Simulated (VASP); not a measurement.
Crystal: Rh.

```
CELL_PARAMETERS angstrom
2.45806 0.00000 0.00000
0.00000 2.45806 0.00000
0.00000 0.00000 2.45806
ATOMIC_POSITIONS crystal
Rh 0.00000 0.00000 0.00000
```

This isn't the form of Rh at room conditions, which is fcc.

* Program: VASP 6.6.1
* Task: relaxation of cell and atoms
* Functional: r2SCAN
* Potentials or basis: VASP PAW PBE potentials, release 64 (Rh_pv)
* Cutoff: 550 eV
* k mesh: 13 × 13 × 13
* Occupations: fermi-dirac, width 0.1 eV
* Spin: no spin polarisation

At the start: pressure 17.4 GPa; volume 14.85 Å³/atom.

How do energy, volume and symmetry change on relaxing?

Over 4 steps the energy falls by 56.0 meV/atom and the volume is 15.97 Å³/atom (+7.6 %); space group Pm-3m (No. 221, to 0.1 Å) before and after.

Step by step:
| step | energy change (eV) | largest force (eV/Å) | pressure (GPa) | volume (Å³) |
| --- | --- | --- | --- | --- |
| 1 | 0.0000 | 0.0000 | 17.37 | 14.85 |
| 2 | 0.1414 | 0.0000 | -20.62 | 18.59 |
| 3 | -0.0559 | 0.0000 | -0.74 | 16.03 |
| 4 | -0.0560 | 0.0000 | -0.08 | 15.97 |

Final structure:
```yaml
crystal:
  lattice:
    - [2.51845, 0.00000, 0.00000]
    - [0.00000, 2.51845, 0.00000]
    - [0.00000, 0.00000, 2.51845]
  atoms:
    - { symbol: Rh, position: [0.00000, 0.00000, 0.00000] }
```

Caveat: the PAW data sets were made with another functional, which shifts forces and pressure a little.
